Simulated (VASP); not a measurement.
Write the native input for VASP 6.6.1 that does the following.

```
Task                   : single point
Functional             : PBE
Potentials or basis    : VASP PAW PBE potentials, release 64 (Zn, S)
Cutoff                 : 520 eV
k mesh                 : 12 × 12 × 6
Occupations            : gaussian, width 0.05 eV
Spin                   : no spin polarisation
Dipole correction      : no
Further INCAR settings : ALGO = Normal; EDIFF = 1e-07; NBANDS = 26
```

The structure of ZnS lies in POSCAR:

```
ZnS
1.0
    3.5862871595      0.0000000000      0.0000000000
   -1.7931435797      3.1058157854      0.0000000000
    0.0000000000      0.0000000000      7.0397023249
Zn S
2 2
Direct
    0.3333333333      0.6666666667      0.0000000000
    0.6666666667      0.3333333333      0.5000000000
    0.3333333333      0.6666666667      0.3850000000
    0.6666666667      0.3333333333      0.8850000000
```

This cell differs from its parent crystal: ratio of the length along z to the lengths across it x 1.2, volume and fractional coordinates fixed.

One way to write it, as run:

INCAR

```
ALGO = Normal
EDIFF = 1E-7
ENCUT = 520
GGA = PE
ISIF = 2
ISMEAR = 0
LASPH = T
LCHARG = F
LREAL = F
LWAVE = F
NBANDS = 26
NELM = 80
PREC = Accurate
SIGMA = 0.05
```

KPOINTS

```
k-points
0
Gamma
  12 12 6
```

Potentials or basis: VASP PAW PBE potentials, release 64 (Zn, S).

Launch:

```console
$ cat potpaw_PBE.64/Zn/POTCAR potpaw_PBE.64/S/POTCAR > POTCAR
$ mpirun -np 1 vasp_std > vasp.out
```

It gave:

```yaml
Pressure: 7.7 GPa
Largest_force: 0.768 eV/Å
Band_gap_on_the_k_mesh: 1.50 eV
```

Caveat: the stress differs along the axes, from -6 to 15 GPa.

Run time: 2.2 min on 1 thread of Intel(R) Xeon(R) Platinum 8259CL CPU @ 2.50GHz (Skylake/Cascade Lake) (shared host), peak memory 0.27 GiB.
